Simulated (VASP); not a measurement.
Here is a VASP 6.6.1 calculation.

INCAR

```
  PREC = Accurate
  ENCUT = 600
  EDIFF = 1E-6
  ISMEAR = -1
  SIGMA = 0.1497
  LREAL = F
  LASPH = T
  NELM = 120
  ALGO = Normal
  ISIF = 2
  LWAVE = F
  LCHARG = F
  GGA = PE
  NBANDS = 31
  GGA_COMPAT = F
```

KPOINTS

```
regular mesh
0
Gamma
  10 4 10
```

The input POSCAR:

```
B4SbN3
1.0
    2.9718220000      0.0000000000      0.0000000000
    0.0000000000      7.9880180000      0.0000000000
    0.0000000000      0.0000000000      2.9518770000
N Sb B
3 1 4
Direct
    0.0000000000      0.3120000000      0.0000000000
    0.0000000000      0.6880000000      0.0000000000
    0.5000000000      0.0000000000      0.0000000000
    0.5000000000      0.5000000000      0.5000000000
    0.5000000000      0.2120000000      0.5000000000
    0.5000000000      0.7880000000      0.5000000000
    0.0000000000      0.1060000000      0.5000000000
    0.0000000000      0.8940000000      0.5000000000
```

Potentials or basis: VASP PAW PBE potentials, release 64 (N, Sb_d_GW, B).

The run is started by

```console
$ cat potpaw_PBE.64/N/POTCAR potpaw_PBE.64/Sb_d_GW/POTCAR potpaw_PBE.64/B/POTCAR > POTCAR
$ mpirun -np 1 vasp_std > vasp.out
```

(1) Estimate the largest force.

(2) Predict the band gap on the k mesh.

## Answers

(1) 1.131 eV/Å.

(2) zero (bands 21 and 22 overlap by 2.90 eV).

Caveat: spin-orbit coupling is left out, which moves the levels of the heavy elements; forces of over 1 eV/Å act on the atoms, so gaps and moduli don't describe the material at rest.
